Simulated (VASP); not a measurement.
LiH:

```
CELL_PARAMETERS angstrom
0.00000 2.09333 2.00299
2.09333 0.00000 2.00299
2.09333 2.09333 0.00000
ATOMIC_POSITIONS crystal
Li 0.00000 0.00000 0.00000
H 0.50000 0.50000 0.50000
```

This cell differs from its parent crystal: biaxial xy strain +4.5%.

Base run:

- Program: VASP 6.6.1
- Functional: HSE06
- Potentials or basis: VASP PAW PBE potentials, release 64 (Li_sv, H)
- Cutoff: 520 eV
- k mesh: 8 × 8 × 8
- Occupations: gaussian, width 0.01 eV
- Spin: no spin polarisation

Its results: band gap on the k mesh 3.59 eV (least direct gap 3.94 eV).

Problem. The run is repeated on the same cell with these changes: functional from HSE06 to r2SCAN; k mesh from 8 × 8 × 8 to 10 × 10 × 10. What comes out?

Solution. Band gap on the k mesh 3.23 eV (least direct gap 3.54 eV).

Several settings changed at once.

A k mesh can miss the band edges.
